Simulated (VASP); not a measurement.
# WC in VASP: single point with PBE

Aim: the single point of WC with PBE.

All numbers are computed with VASP 6.6.1; they aren't measurements. Logs are shortened: lines on timing, memory, paths and dates and some standing lists are left out, and cuts for length are marked.

**1. The cell of the first run**

The cell holds a slab with vacuum, 20 atoms: a = 5.694 Å, b = 5.061 Å, c = 22.844 Å, α = 90.00°, β = 90.00°, γ = 90.00°.

**2. Single point, PBE**

File INCAR:

```
SYSTEM = WC
PREC = Accurate
ENCUT = 520
EDIFF = 1E-6
ISMEAR = 0
SIGMA = 0.1
LREAL = Auto
LASPH = .True.
NELM = 100
ALGO = Normal
ISIF = 2
LWAVE = .False.
LCHARG = .False.
LDIPOL = .True.
IDIPOL = 3
DIPOL = 0.5 0.5 0.498
GGA = PE
NBANDS = 106
```

File KPOINTS:

```
Automatic mesh
0
Gamma
  5 6 1
  0 0 0
```

File POSCAR:

```
WC
1.0
    5.6941517661      0.0000000000      0.0000000000
    0.0000000000      5.0606569482      0.0000000000
    0.0000000000      0.0000000000     22.8435433027
W C
10 10
Direct
    0.0000000000      0.5000000000      0.3720963901
    0.5000000000      0.5000000000      0.3720963901
    0.0000000000      0.0000000000      0.4360481950
    0.5000000000      0.0000000000      0.4360481950
    0.0000000000      0.5005992534      0.4987954151
    0.5000000000      0.5005992534      0.4987954151
    0.0000000000      0.0000788017      0.5633980356
    0.5000000000      0.0000788017      0.5633980356
    0.0000000000      0.5183306647      0.6220854867
    0.5000000000      0.5183306647      0.6220854867
    0.2500000000      0.8333333333      0.3720963901
    0.7500000000      0.8333333333      0.3720963901
    0.2500000000      0.3333333333      0.4360481950
    0.7500000000      0.3333333333      0.4360481950
    0.2500000000      0.8342574677      0.4990656659
    0.7500000000      0.8342574677      0.4990656659
    0.2500000000      0.3302009629      0.5634250049
    0.7500000000      0.3302009629      0.5634250049
    0.2500000000      0.8074590870      0.6200303713
    0.7500000000      0.8074590870      0.6200303713
```

Potentials or basis: VASP PAW PBE potentials, release 64 (W_sv, C).

The run is started by

```bash
$ cat potpaw_PBE.64/W_sv/POTCAR potpaw_PBE.64/C/POTCAR > POTCAR
$ mpirun -np 1 vasp_std > vasp.out
```

OUTCAR:

```text
SYSTEM = WC
   PREC = Accurate
   ENCUT = 520
   EDIFF = 1E-6
   ISMEAR = 0
   LREAL = Auto
   LASPH = .True.
   NELM = 100
   ISIF = 2
   GGA = PE

 ion  position               nearest neighbor table
   1  0.000  0.500  0.372-  13 2.21  14 2.21  11 2.21  12 2.21   2 2.85   2 2.85   5 2.89   3 2.92
                             3 2.92
   2  0.500  0.500  0.372-  13 2.21  14 2.21  11 2.21  12 2.21   1 2.85   1 2.85   6 2.89   4 2.92
                             4 2.92
   3  0.000  0.000  0.436-  15 2.19  16 2.19  11 2.21  12 2.21  13 2.21  14 2.21   4 2.85   4 2.85
                             5 2.91   7 2.91   5 2.91   1 2.92   1 2.92
   4  0.500  0.000  0.436-  15 2.19  16 2.19  11 2.21  12 2.21  13 2.21  14 2.21   3 2.85   3 2.85
                             6 2.91   8 2.91   6 2.91   2 2.92   2 2.92
   5  0.000  0.501  0.499-  13 2.19  14 2.19  15 2.21  16 2.21  17 2.22  18 2.22   9 2.82   6 2.85
                             6 2.85   1 2.89   3 2.91   3 2.91   7 2.93   7 2.93
   6  0.500  0.501  0.499-  13 2.19  14 2.19  15 2.21  16 2.21  17 2.22  18 2.22  10 2.82   5 2.85
                             5 2.85   2 2.89   4 2.91   4 2.91   8 2.93   8 2.93
   7  0.000  0.000  0.563-  19 2.16  20 2.16  17 2.19  18 2.19  15 2.21  16 2.21   9 2.78   8 2.85
                             8 2.85   3 2.91   5 2.93   5 2.93   9 2.95
   8  0.500  0.000  0.563-  19 2.16  20 2.16  17 2.19  18 2.19  15 2.21  16 2.21  10 2.78   7 2.85
                             7 2.85   4 2.91   6 2.93   6 2.93  10 2.95
   9  0.000  0.518  0.622-  19 2.04  20 2.04  17 2.17  18 2.17   7 2.78   5 2.82  10 2.85  10 2.85
                             7 2.95
  10  0.500  0.518  0.622-  19 2.04  20 2.04  17 2.17  18 2.17   8 2.78   6 2.82   9 2.85   9 2.85
                             8 2.95
  11  0.250  0.833  0.372-   3 2.21   4 2.21   1 2.21   2 2.21
  12  0.750  0.833  0.372-   3 2.21   4 2.21   1 2.21   2 2.21
  13  0.250  0.333  0.436-   5 2.19   6 2.19   1 2.21   2 2.21   3 2.21   4 2.21
  14  0.750  0.333  0.436-   5 2.19   6 2.19   1 2.21   2 2.21   3 2.21   4 2.21
  15  0.250  0.834  0.499-   3 2.19   4 2.19   5 2.21   6 2.21   7 2.21   8 2.21
  16  0.750  0.834  0.499-   3 2.19   4 2.19   5 2.21   6 2.21   7 2.21   8 2.21
  17  0.250  0.330  0.563-   9 2.17  10 2.17   7 2.19   8 2.19   5 2.22   6 2.22
  18  0.750  0.330  0.563-   9 2.17  10 2.17   7 2.19   8 2.19   5 2.22   6 2.22
  19  0.250  0.807  0.620-   9 2.04  10 2.04   7 2.16   8 2.16
[... 9 lines left out ...]
 A1 = (   0.0000000000,  -5.0606569482,   0.0000000000)
 A2 = (   5.6941517661,   0.0000000000,   0.0000000000)
 A3 = (   0.0000000000,   0.0000000000,  22.8435433027)

Analysis of symmetry for initial positions (statically):
=====================================================================
 Subroutine PRICEL returns following result:

  LATTYP: Found a simple orthorhombic cell.
 ALAT       =     2.8470758831
 B/A-ratio  =     1.7774928228
 C/A-ratio  =     8.0235105213

  Lattice vectors:

 A1 = (   2.8470758831,   0.0000000000,   0.0000000000)
 A2 = (   0.0000000000,   5.0606569482,   0.0000000000)
 A3 = (   0.0000000000,   0.0000000000,  22.8435433027)

   2 primitive cells build up your supercell.

 Routine SETGRP: Setting up the symmetry group for a
 simple orthorhombic supercell.

 Subroutine GETGRP returns: Found  2 space group operations
 (whereof  2 operations were pure point group operations)
 out of a pool of  8 trial point group operations.

The static configuration has the point symmetry C_1h.

Analysis of symmetry for dynamics (positions and initial velocities):
=====================================================================
 Subroutine PRICEL returns following result:

  LATTYP: Found a simple orthorhombic cell.
 ALAT       =     2.8470758831
 B/A-ratio  =     1.7774928228
 C/A-ratio  =     8.0235105213

  Lattice vectors:

 A1 = (   2.8470758831,   0.0000000000,   0.0000000000)
 A2 = (   0.0000000000,   5.0606569482,   0.0000000000)
 A3 = (   0.0000000000,   0.0000000000,  22.8435433027)

   2 primitive cells build up your supercell.

 Routine SETGRP: Setting up the symmetry group for a
 simple orthorhombic supercell.

 Subroutine GETGRP returns: Found  2 space group operations
 (whereof  2 operations were pure point group operations)
 out of a pool of  8 trial point group operations.

The dynamic configuration has the point symmetry C_1h.

 Subroutine INISYM returns: Found  2 space group operations
 (whereof  2 operations are pure point group operations),
 and found     2 'primitive' translations

----------------------------------------------------------------------------------------

[... 57 lines left out ...]

 Subroutine IBZKPT returns following result:
 ===========================================

 Found     12 irreducible k-points:

 Following reciprocal coordinates:
            Coordinates               Weight
  0.000000  0.000000  0.000000      1.000000
  0.200000  0.000000  0.000000      2.000000
  0.400000  0.000000  0.000000      2.000000
  0.000000  0.166667  0.000000      2.000000
  0.200000  0.166667  0.000000      4.000000
  0.400000  0.166667  0.000000      4.000000
  0.000000  0.333333  0.000000      2.000000
  0.200000  0.333333  0.000000      4.000000
  0.400000  0.333333  0.000000      4.000000
  0.000000  0.500000  0.000000      1.000000
  0.200000  0.500000  0.000000      2.000000
  0.400000  0.500000  0.000000      2.000000
   k-points           NKPTS =     12   k-points in BZ     NKDIM =     12   number of bands    NBANDS=    106
   number of dos      NEDOS =    301   number of ions     NIONS =     20
   total plane-waves  NPLWV = 302400
   dimension x,y,z NGX =    42 NGY =   40 NGZ =  180
   dimension x,y,z NGXF=    84 NGYF=   80 NGZF=  360
   ions per type =              10  10
   NGX,Y,Z   is equivalent  to a cutoff of  12.26, 13.14, 13.10 a.u.
   NGXF,Y,Z  is equivalent  to a cutoff of  24.52, 26.28, 26.20 a.u.
 SYSTEM =  WC
   PREC   = accura    normal or accurate (medium, high low for compatibility)
   ISTART =      0    job   : 0-new  1-cont  2-samecut
   ICHARG =      2    charge: 1-file 2-atom 10-const
   ISPIN  =      1    spin polarized calculation?
   LNONCOLLINEAR =      F non collinear calculations
   LSORBIT =      F    spin-orbit coupling
   LASPH  =      T    aspherical Exc in radial PAW
   ENCUT  =  520.0 eV  38.22 Ry    6.18 a.u.  10.59  9.41 42.47*2*pi/ulx,y,z
   NELM   =    100;   NELMIN=  2; NELMDL= -5     # of ELM steps
   EDIFF  = 0.1E-05   stopping-criterion for ELM
   LREAL  =      T    real-space projection
   EDIFFG = 0.1E-04   stopping-criterion for IOM
   NSW    =      0    number of steps for IOM
   IBRION =     -1    ionic relax: 0-MD 1-quasi-New 2-CG
   NFREE  =      0    steps in history (QN), initial steepest desc. (CG)
   ISIF   =      2    stress and relaxation
   ISYM   =      2    0-nonsym 1-usesym 2-fastsym
   POTIM  = 0.5000    time-step for ionic-motion
   TEBEG  =    0.0;   TEEND  =   0.0 temperature during run
   PSTRESS=    0.0 pullay stress
   NELECT =     180.0000    total number of electrons
   NUPDOWN=      -1.0000    fix difference up-down
   EMIN   =  10.00;   EMAX   =-10.00  energy-range for DOS
   EFERMI =   0.00;   METHOD = LEGACY
   ISMEAR =     0;   SIGMA  =   0.10  broadening in eV -4-tet -1-fermi 0-gaus
   EFERMI_NEDOS =   21; number of points for ismear=-14 and -15
   IALGO  =     38    algorithm
   IMIX   =      4    mixing-type and parameters
     AMIX     =   0.40;   BMIX     =  1.00
     AMIX_MAG =   1.60;   BMIX_MAG =  1.00
  volume/ion in A,a.u.               =      32.91       222.11
  Fermi-wavevector in a.u.,A,eV,Ry     =   1.062590  2.008005 15.362314  1.129098
  Thomas-Fermi vector in A             =   2.198046
   LORBIT       =      0    0 simple, 1 ext, 2 COOP (PROOUT), +10 PAW based schemes
   GGA     = PE    functional components
   LHFCALC =     F    Hartree Fock is set to
   AEXX    =    0.0000 exact exchange contribution
   IVDW    =     0    specifies the selected vdW correction
   LEPSILON=     F    determine dielectric tensor
   LRPA    =     F    only Hartree local field effects (RPA)
 non-spin polarized calculation
 Gauss-broadening in eV      SIGMA  =   0.10
  energy-cutoff  :      520.00
  volume of cell :      658.26
 maximum number of plane-waves:     17761
 NGX is ok and might be reduce to    42
   NGX = 21   NGY = 19   NGZ = 85

 dipolmoment           0.000000      0.000000     -0.000275 electrons x Angstroem

 number of electron     180.0000000 magnetization

 dipolmoment           0.000000      0.000000      0.000806 electrons x Angstroem

 Free energy of the ion-electron system (eV)
  ---------------------------------------------------
  ext. energy  EPLUGINS =         0.00000000
  ---------------------------------------------------
  free energy    TOTEN  =      -210.13700799 eV

  energy without entropy =     -210.09735923  energy(sigma->0) =     -210.11718361

 E-fermi :   0.4819     XC(G=0):  -5.3398

 val. band max:        0.4754873355   @ k =   0.4000   0.5000   0.0000
 cond. band min:       0.4878596019   @ k =   0.0000   0.0000   0.0000
 fundamental gap:      0.0123722664
 Fermi energy:         0.4819364507

 k-point     1 :       0.0000    0.0000    0.0000
  band No.  band energies     occupation
      1     -73.7900      2.00000
      2     -73.7622      2.00000
      3     -73.7515      2.00000
      4     -73.7410      2.00000
      5     -73.7250      2.00000
      6     -73.7099      2.00000
[... 1249 lines left out ...]
    101       2.7699      0.00000
    102       2.8164      0.00000
 [bands above 102 left out]

------------------------ aborting loop because EDIFF is reached ----------------------------------------

 vacuum level on the upper side and lower side of the slab       (xc-potential included)        -0.153        -0.154

  FORCE on cell =-STRESS in cart. coord.  units (eV):
  Direction    XX          YY          ZZ          XY          YZ          ZX
  --------------------------------------------------------------------------------------
  -------------------------------------------------------------------------------------
  Total       -7.5969233     -7.4379314     -6.3738731      0.0000000     -1.6040752      0.0000000
  in kB      -18.4905113    -18.1035333    -15.5136714      0.0000000     -3.9042345      0.0000000
  external PRESSURE =     -17.3692386 kB  Pullay stress =       0.0000000 kB

 VOLUME and BASIS-vectors are now :
 -----------------------------------------------------------------------------
  energy-cutoff  :      520.00
  volume of cell :      658.26
      direct lattice vectors                 reciprocal lattice vectors
     5.694151766  0.000000000  0.000000000     0.175618782  0.000000000  0.000000000
     0.000000000  5.060656948  0.000000000     0.000000000  0.197602803  0.000000000
     0.000000000  0.000000000 22.843543303     0.000000000  0.000000000  0.043776046

 POSITION                                       TOTAL-FORCE (eV/Angst)
 -----------------------------------------------------------------------------------
      0.00000      2.53033      8.50000         0.000000      2.743904      1.317102
      2.84708      2.53033      8.50000         0.000000      2.743904      1.317102
      0.00000      0.00000      9.96089         0.000000     -0.410555     -1.667431
      2.84708      0.00000      9.96089         0.000000     -0.410555     -1.667431
      0.00000      2.53336     11.39425         0.000000     -0.005330     -0.003170
      2.84708      2.53336     11.39425         0.000000     -0.005330     -0.003170
[... 12 lines left out ...]
      1.42354      4.08627     14.16369         0.000000      0.030078      0.034715
      4.27061      4.08627     14.16369         0.000000      0.030078      0.034715
 -----------------------------------------------------------------------------------
    total drift:                                0.000000     -0.000039     -0.005296

  FREE ENERGIE OF THE ION-ELECTRON SYSTEM (eV)
  ---------------------------------------------------
  free  energy   TOTEN  =      -210.1370079874 eV

  energy  without entropy=     -210.0973592271  energy(sigma->0) =     -210.11718361

 vacuum level on the upper side and lower side of the slab         4.979         4.980
```

Run time: 32 min. Hardware: 1 thread of Intel Xeon Platinum 8559C (Emerald Rapids), shared host; peak memory 0.91 GiB.

What came out:

| Quantity | Value |
| --- | --- |
| Free energy | -210.1370 eV |
| Largest force | 3.044 eV/Å |
| Band gap on the k mesh | zero (band 90 reaches 1.00 eV, above the bottom of band 91 at 0.36 eV) |

Forces on the atoms (eV/Å):
```
W    0.000  2.744  1.317
W    0.000  2.744  1.317
W    0.000 -0.411 -1.667
W    0.000 -0.411 -1.667
W    0.000 -0.005 -0.003
W    0.000 -0.005 -0.003
W    0.000  0.012  0.007
W    0.000  0.012  0.007
W    0.000 -0.031  0.051
W    0.000 -0.031  0.051
C    0.000 -2.203  1.089
C    0.000 -2.203  1.089
C    0.000 -0.130 -0.836
C    0.000 -0.130 -0.836
C    0.000 -0.004  0.001
C    0.000 -0.004  0.001
C    0.000 -0.002  0.007
C    0.000 -0.002  0.007
C    0.000  0.030  0.035
C    0.000  0.030  0.035
```

Levels at points of the mesh, in eV from the Fermi level:
| k point | band 88 | band 89 | band 90 | band 91 | band 92 | band 93 |
| --- | --- | --- | --- | --- | --- | --- |
| (0.00, 0.00, 0.00) | -0.32 | -0.23 | -0.17 | 0.01 | 0.46 | 0.97 |
| (0.00, 0.50, 0.00) | -0.45 | -0.20 | 0.52 | 0.71 | 0.76 | 0.76 |

Caveat: spin-orbit coupling is left out, which moves the levels of the heavy elements.
